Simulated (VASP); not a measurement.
## Hf3C2: single point with PBEsol

Crystal: Hf3C2.

```
Hf C
1.0
     1.63321    0.94293    7.89057
    -1.63321    0.94293    7.89057
     0.00000   -1.88586    7.89057
Hf C
3 2
Cartesian
  0.0000 0.0000 18.3390
  0.0000 0.0000 5.3327
  0.0000 0.0000 0.0000
  0.0000 0.0000 14.4098
  0.0000 0.0000 9.2619
```

```json
{
 "Program": "VASP 6.6.1",
 "Task": "single point",
 "Functional": "PBEsol",
 "Potentials or basis": "VASP PAW PBE potentials, release 64 (Hf_pv, C)",
 "Cutoff": "520 eV",
 "k mesh": "6 × 6 × 6",
 "Occupations": "gaussian, width 0.1 eV",
 "Spin": "no spin polarisation"
}
```

* Pressure: -0.3 GPa
* Largest force: 0.051 eV/Å
* Band gap on the k mesh: zero (band 19 reaches 6.78 eV, above the bottom of band 20 at 5.17 eV)

Forces in eV/Å, atoms in the order of the input:
```
Hf   0.000  0.000 -0.051
Hf   0.000  0.000  0.051
Hf   0.000  0.000  0.000
C    0.000  0.000  0.000
C    0.000  0.000  0.000
```

Levels at points of the mesh, in eV from the Fermi level:
```
           k point  band 17  band 18  band 19  band 20  band 21  band 22
(0.00, 0.00, 0.00)    -1.61    -1.61     1.31     1.43     1.43     2.73
(0.50, 0.00, 0.00)    -1.66    -1.57    -0.53    -0.04     1.54     3.65
(0.50, 0.50, 0.00)    -2.05    -1.77    -0.67     0.08     2.15     3.79
(0.50, 0.50, 0.50)    -1.72    -0.96     0.67     1.15     1.15     3.28
```

Wall time 2.1 min on 1 thread of Intel(R) Xeon(R) 6975P-C (Granite Rapids) (shared host), peak memory 0.47 GiB.

Caveat: the k points lie up to 0.37 Å⁻¹ apart; the PAW data sets were made with another functional, which shifts forces and pressure a little; spin-orbit coupling is left out, which moves the levels of the heavy elements.
